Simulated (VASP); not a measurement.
# HgH (Cmce) in VASP: single point with PBE

Aim: the single point of HgH with PBE.

Program: VASP 6.6.1. These are calculated values, not measurements. Logs are shortened: lines on timing, memory, paths and dates and some standing lists are left out, and cuts for length are marked.

## (1) The cell of the first run

The structure is orthorhombic, space group Cmce (No. 64). Conventional cell: a = 6.322 Å, b = 14.001 Å, c = 3.333 Å, α = 90.00°, β = 90.00°, γ = 90.00°. Within 2.5 Å of Hg (site symmetry m) lie 2 H at 1.90 Å. H (site symmetry 2) has 2 Hg at 1.90 Å within 2.5 Å.

## (2) Single point, PBE

File INCAR:

```
SYSTEM = HgH
  ALGO = Normal
  EDIFF = 1E-6
  ENCUT = 520
  GGA = PE
  ISIF = 2
  ISMEAR = 0
  LASPH = .TRUE.
  LCHARG = .FALSE.
  LREAL = .FALSE.
  LWAVE = .FALSE.
  NBANDS = 36
  NELM = 100
  PREC = Accurate
  SIGMA = 0.1
```

File KPOINTS:

```
k-points
0
G
  4 4 6
  0 0 0
```

File POSCAR:

```
HgH
1.0
    3.1610455064     -7.0005992347      0.0000000000
    3.1610455064      7.0005992347      0.0000000000
    0.0000000000      0.0000000000      3.3332789151
Hg H
4 4
Direct
    0.4066656612      0.5933343388      0.6544327543
    0.9066656612      0.0933343388      0.8455672457
    0.0933343388      0.9066656612      0.1544327543
    0.5933343388      0.4066656612      0.3455672457
   -0.0854653091      0.5854653091      0.2500000000
    0.0854653091      0.4145346909      0.7500000000
    0.5854653091     -0.0854653091      0.7500000000
    0.4145346909      0.0854653091      0.2500000000
```

Potentials or basis: VASP PAW PBE potentials, release 64 (Hg, H).

On the command line:

```
$ cat potpaw_PBE.64/Hg/POTCAR potpaw_PBE.64/H/POTCAR > POTCAR
$ mpirun -np 1 vasp_std > vasp.out
```

OUTCAR:

```text
SYSTEM = HgH
   EDIFF = 1E-6
   ENCUT = 520
   GGA = PE
   ISIF = 2
   ISMEAR = 0
   LASPH = .TRUE.
   LREAL = .FALSE.
   NELM = 100
   PREC = Accurate

 ion  position               nearest neighbor table
   1  0.407  0.593  0.654-   6 1.90   7 1.90   4 2.81   2 3.22   2 3.22   4 3.48
   2  0.907  0.093  0.846-   6 1.90   7 1.90   3 2.81   1 3.22   1 3.22   3 3.48
   3  0.093  0.907  0.154-   5 1.90   8 1.90   2 2.81   4 3.22   4 3.22   2 3.48
   4  0.593  0.407  0.346-   5 1.90   8 1.90   1 2.81   3 3.22   3 3.22   1 3.48
   5  0.915  0.585  0.250-   3 1.90   4 1.90
   6  0.085  0.415  0.750-   1 1.90   2 1.90
   7  0.585  0.915  0.750-   1 1.90   2 1.90
   8  0.415  0.085  0.250-   3 1.90   4 1.90

  LATTYP: Found a base centered orthorhombic cell.
 ALAT       =     6.3220910128
 B/A-ratio  =     2.2146467745
 C/A-ratio  =     0.5272431081

  Lattice vectors:

 A1 = (   3.1610455064,  -7.0005992347,   0.0000000000)
 A2 = (   3.1610455064,   7.0005992347,   0.0000000000)
 A3 = (   0.0000000000,   0.0000000000,   3.3332789151)

Analysis of symmetry for initial positions (statically):
=====================================================================
 Subroutine PRICEL returns:
 Original cell was already a primitive cell.

 Routine SETGRP: Setting up the symmetry group for a
 base centered orthorhombic supercell.

 Subroutine GETGRP returns: Found  8 space group operations
 (whereof  4 operations were pure point group operations)
 out of a pool of  8 trial point group operations.

The static configuration has the point symmetry C_2h.
 The point group associated with its full space group is D_2h.

Analysis of symmetry for dynamics (positions and initial velocities):
=====================================================================
 Subroutine PRICEL returns:
 Original cell was already a primitive cell.

 Routine SETGRP: Setting up the symmetry group for a
 base centered orthorhombic supercell.

 Subroutine GETGRP returns: Found  8 space group operations
 (whereof  4 operations were pure point group operations)
 out of a pool of  8 trial point group operations.

The dynamic configuration has the point symmetry C_2h.
 The point group associated with its full space group is D_2h.

 Subroutine INISYM returns: Found  8 space group operations
 (whereof  4 operations are pure point group operations),
 and found     1 'primitive' translations

----------------------------------------------------------------------------------------

                                     Primitive cell

  volume of cell :     147.5257

  direct lattice vectors                    reciprocal lattice vectors
     3.161045506 -7.000599235  0.000000000     0.158175515 -0.071422457  0.000000000
     3.161045506  7.000599235  0.000000000     0.158175515  0.071422457  0.000000000
     0.000000000  0.000000000  3.333278915     0.000000000  0.000000000  0.300004898

  length of vectors
     7.681184696  7.681184696  3.333278915     0.173553049  0.173553049  0.300004898

  position of ions in fractional coordinates (direct lattice)
     0.406665661  0.593334339  0.654432754
     0.906665661  0.093334339  0.845567246
     0.093334339  0.906665661  0.154432754
     0.593334339  0.406665661  0.345567246
     0.914534691  0.585465309  0.250000000
     0.085465309  0.414534691  0.750000000
     0.585465309  0.914534691  0.750000000
     0.414534691  0.085465309  0.250000000

  ion indices of the primitive-cell ions
   primitive index   ion index
                 1           1
                 2           2
                 3           3
                 4           4
                 5           5
                 6           6
                 7           7
                 8           8

----------------------------------------------------------------------------------------

 KPOINTS: k-points

Automatic generation of k-mesh.
 Grid dimensions read from file:
 generate k-points for:    4    4    6

 Generating k-lattice:

  Cartesian coordinates                     Fractional coordinates (reciprocal lattice)
     0.039543879 -0.017855614  0.000000000     0.250000000  0.000000000  0.000000000
     0.039543879  0.017855614  0.000000000     0.000000000  0.250000000  0.000000000
     0.000000000  0.000000000  0.050000816     0.000000000  0.000000000  0.166666667

  Length of vectors
     0.043388262  0.043388262  0.050000816

  Shift w.r.t. Gamma in fractional coordinates (k-lattice)
     0.000000000  0.000000000  0.000000000

 Subroutine IBZKPT returns following result:
 ===========================================

 Found     28 irreducible k-points:

 Following reciprocal coordinates:
            Coordinates               Weight
  0.000000  0.000000  0.000000      1.000000
  0.250000  0.000000  0.000000      4.000000
  0.500000  0.000000  0.000000      2.000000
  0.250000  0.250000  0.000000      2.000000
  0.500000  0.250000  0.000000      4.000000
 -0.250000  0.250000  0.000000      2.000000
[... 16 lines left out ...]
  0.250000  0.000000  0.500000      4.000000
  0.500000  0.000000  0.500000      2.000000
 [... further k-points ...]
   k-points           NKPTS =     28   k-points in BZ     NKDIM =     28   number of bands    NBANDS=     36
   number of dos      NEDOS =    301   number of ions     NIONS =      8
   total plane-waves  NPLWV = 100800
   dimension x,y,z NGX =    60 NGY =   60 NGZ =   28
   dimension x,y,z NGXF=   120 NGYF=  120 NGZF=   56
   ions per type =               4   4
   NGX,Y,Z   is equivalent  to a cutoff of  12.99, 12.99, 13.96 a.u.
   NGXF,Y,Z  is equivalent  to a cutoff of  25.97, 25.97, 27.93 a.u.
 SYSTEM =  HgH
   PREC   = accura    normal or accurate (medium, high low for compatibility)
   ISTART =      0    job   : 0-new  1-cont  2-samecut
   ICHARG =      2    charge: 1-file 2-atom 10-const
   ISPIN  =      1    spin polarized calculation?
   LNONCOLLINEAR =      F non collinear calculations
   LSORBIT =      F    spin-orbit coupling
   LASPH  =      T    aspherical Exc in radial PAW
   ENCUT  =  520.0 eV  38.22 Ry    6.18 a.u.  14.28 14.28  6.20*2*pi/ulx,y,z
   NELM   =    100;   NELMIN=  2; NELMDL= -5     # of ELM steps
   EDIFF  = 0.1E-05   stopping-criterion for ELM
   LREAL  =      F    real-space projection
   EDIFFG = 0.1E-04   stopping-criterion for IOM
   NSW    =      0    number of steps for IOM
   IBRION =     -1    ionic relax: 0-MD 1-quasi-New 2-CG
   NFREE  =      0    steps in history (QN), initial steepest desc. (CG)
   ISIF   =      2    stress and relaxation
   ISYM   =      2    0-nonsym 1-usesym 2-fastsym
   POTIM  = 0.5000    time-step for ionic-motion
   TEBEG  =    0.0;   TEEND  =   0.0 temperature during run
   PSTRESS=    0.0 pullay stress
   NELECT =      52.0000    total number of electrons
   NUPDOWN=      -1.0000    fix difference up-down
   EMIN   =  10.00;   EMAX   =-10.00  energy-range for DOS
   EFERMI =   0.00;   METHOD = LEGACY
   ISMEAR =     0;   SIGMA  =   0.10  broadening in eV -4-tet -1-fermi 0-gaus
   EFERMI_NEDOS =   21; number of points for ismear=-14 and -15
   IALGO  =     38    algorithm
   IMIX   =      4    mixing-type and parameters
     AMIX     =   0.40;   BMIX     =  1.00
     AMIX_MAG =   1.60;   BMIX_MAG =  1.00
  volume/ion in A,a.u.               =      18.44       124.44
  Fermi-wavevector in a.u.,A,eV,Ry     =   1.156432  2.185339 18.195545  1.337335
  Thomas-Fermi vector in A             =   2.293052
   LORBIT       =      0    0 simple, 1 ext, 2 COOP (PROOUT), +10 PAW based schemes
   GGA     = PE    functional components
   LHFCALC =     F    Hartree Fock is set to
   AEXX    =    0.0000 exact exchange contribution
   IVDW    =     0    specifies the selected vdW correction
   LEPSILON=     F    determine dielectric tensor
   LRPA    =     F    only Hartree local field effects (RPA)
 non-spin polarized calculation
 Gauss-broadening in eV      SIGMA  =   0.10
  energy-cutoff  :      520.00
  volume of cell :      147.53
 maximum number of plane-waves:      3996
 NGX is ok and might be reduce to    60
   NGX = 29   NGY = 29   NGZ = 13

 number of electron      52.0000004 magnetization

 Free energy of the ion-electron system (eV)
  ---------------------------------------------------
  ext. energy  EPLUGINS =         0.00000000
  ---------------------------------------------------
  free energy    TOTEN  =       -10.72061667 eV

  energy without entropy =      -10.71303528  energy(sigma->0) =      -10.71682598

 E-fermi :   0.4180     XC(G=0):  -8.9645

 val. band max:        0.3985834121   @ k =   0.2500   0.2500   0.0000
 cond. band min:       0.4363557286   @ k =   0.5000   0.0000   0.3333
 fundamental gap:      0.0377723165
 Fermi energy:         0.4180215876

 k-point     1 :       0.0000    0.0000    0.0000
  band No.  band energies     occupation
      1      -8.3283      2.00000
      2      -7.7919      2.00000
      3      -7.5831      2.00000
      4      -7.3215      2.00000
      5      -7.0475      2.00000
      6      -6.8848      2.00000
[... 28 lines left out ...]
     35       9.3767      0.00000
     36       9.3852      0.00000

 k-point     2 :       0.2500    0.0000    0.0000
  band No.  band energies     occupation
      1      -8.0594      2.00000
      2      -7.6304      2.00000
      3      -7.5325      2.00000
      4      -7.2845      2.00000
      5      -7.0112      2.00000
      6      -6.8712      2.00000
[... 28 lines left out ...]
     35       9.2530      0.00000
     36       9.6671      0.00000

 k-point     3 :       0.5000    0.0000    0.0000
  band No.  band energies     occupation
      1      -7.5754      2.00000
      2      -7.5754      2.00000
      3      -7.3315      2.00000
      4      -7.3315      2.00000
      5      -6.9197      2.00000
      6      -6.9197      2.00000
[... 28 lines left out ...]
     35       9.6332      0.00000
     36       9.6333      0.00000

 k-point     4 :       0.2500    0.2500    0.0000
  band No.  band energies     occupation
      1      -7.6312      2.00000
      2      -7.4510      2.00000
      3      -7.4487      2.00000
      4      -7.2813      2.00000
      5      -6.9580      2.00000
      6      -6.8811      2.00000
[... 28 lines left out ...]
     35       9.2764      0.00000
     36       9.8358      0.00000

 k-point     5 :       0.5000    0.2500    0.0000
  band No.  band energies     occupation
      1      -7.9261      2.00000
      2      -7.7314      2.00000
      3      -7.6212      2.00000
      4      -7.1685      2.00000
      5      -6.9475      2.00000
      6      -6.8779      2.00000
[... 655 lines left out ...]
 k-point    22 :       0.0000    0.0000    0.5000
  band No.  band energies     occupation
      1      -7.7420      2.00000
      2      -7.7420      2.00000
      3      -7.3764      2.00000
      4      -7.3764      2.00000
      5      -7.0308      2.00000
      6      -7.0308      2.00000
[... 28 lines left out ...]
     35       9.0997      0.00000
     36       9.0997      0.00000

 k-point    23 :       0.2500    0.0000    0.5000
  band No.  band energies     occupation
      1      -7.6360      2.00000
      2      -7.6360      2.00000
      3      -7.3471      2.00000
      4      -7.3471      2.00000
      5      -7.0185      2.00000
      6      -7.0185      2.00000
[... 28 lines left out ...]
     35       7.5753      0.00000
     36       7.5753      0.00000

 k-point    24 :       0.5000    0.0000    0.5000
  band No.  band energies     occupation
      1      -7.4573      2.00000
      2      -7.4573      2.00000
      3      -7.3835      2.00000
      4      -7.3835      2.00000
      5      -7.0079      2.00000
      6      -7.0079      2.00000
[... 28 lines left out ...]
     35       6.8553      0.00000
     36       6.8553      0.00000

 [... further k-points ...]
[... 5 lines left out ...]
  --------------------------------------------------------------------------------------
  -------------------------------------------------------------------------------------
  Total        0.1891550      0.1209500     -0.0146821      0.0000000      0.0000000      0.0000000
  in kB        2.0542859      1.3135567     -0.1594524      0.0000000      0.0000000      0.0000000
  external PRESSURE =       1.0694634 kB  Pullay stress =       0.0000000 kB

 VOLUME and BASIS-vectors are now :
 -----------------------------------------------------------------------------
  energy-cutoff  :      520.00
  volume of cell :      147.53
      direct lattice vectors                 reciprocal lattice vectors
     3.161045506 -7.000599235  0.000000000     0.158175515 -0.071422457  0.000000000
     3.161045506  7.000599235  0.000000000     0.158175515  0.071422457  0.000000000
     0.000000000  0.000000000  3.333278915     0.000000000  0.000000000  0.300004898

 POSITION                                       TOTAL-FORCE (eV/Angst)
 -----------------------------------------------------------------------------------
      3.16105      1.30679      2.18141         0.000000     -0.013629     -0.007589
      3.16105     -5.69381      2.81851         0.000000     -0.013629      0.007589
      3.16105      5.69381      0.51477         0.000000      0.013629     -0.007589
      3.16105     -1.30679      1.15187         0.000000      0.013629      0.007589
      4.74157     -2.30368      0.83332         0.000000     -0.016241      0.000000
      1.58052      2.30368      2.49996         0.000000      0.016241      0.000000
      4.74157      2.30368      2.49996         0.000000      0.016241      0.000000
      1.58052     -2.30368      0.83332         0.000000     -0.016241      0.000000
 -----------------------------------------------------------------------------------
    total drift:                                0.000000     -0.000000      0.000000

  FREE ENERGIE OF THE ION-ELECTRON SYSTEM (eV)
  ---------------------------------------------------
  free  energy   TOTEN  =       -10.7206166700 eV

  energy  without entropy=      -10.7130352846  energy(sigma->0) =      -10.71682598
```

It took 2.2 min on 1 thread of Intel Xeon Platinum 8488C (Sapphire Rapids), shared host; peak memory 0.36 GiB.

What came out:

- Free energy: -10.7206 eV
- Pressure: 0.1 GPa
- Largest force: 0.016 eV/Å
- Band gap on the k mesh: zero (band 26 reaches 0.60 eV, above the bottom of band 27 at -1.12 eV)

Forces on the atoms (eV/Å):
```
Hg   0.000 -0.014 -0.008
Hg   0.000 -0.014  0.008
Hg   0.000  0.014 -0.008
Hg   0.000  0.014  0.008
H    0.000 -0.016  0.000
H    0.000  0.016  0.000
H    0.000  0.016  0.000
H    0.000 -0.016  0.000
```

Levels at points of the mesh, in eV from the Fermi level:
```
           k point  band 23  band 24  band 25  band 26  band 27  band 28  band 29  band 30
(0.00, 0.00, 0.00)    -3.24    -3.20    -2.45    -2.28    -1.54     4.32     4.42     5.26
(0.50, 0.00, 0.00)    -4.58    -4.58    -0.61    -0.61     3.02     3.02     3.24     3.24
(0.50, 0.50, 0.00)    -3.65    -3.30    -1.73    -1.16    -0.85     2.35     2.87     3.99
(0.00, 0.00, 0.50)    -1.62    -1.62    -1.08    -1.08     0.70     0.70     1.98     1.98
(0.50, 0.00, 0.50)    -3.49    -3.49    -0.11    -0.11     0.65     0.65     3.63     3.63
(0.50, 0.50, 0.50)    -1.62    -1.62    -1.51    -1.51     0.43     0.43     2.93     2.93
```

Caveat: spin-orbit coupling is left out, which moves the levels of the heavy elements.
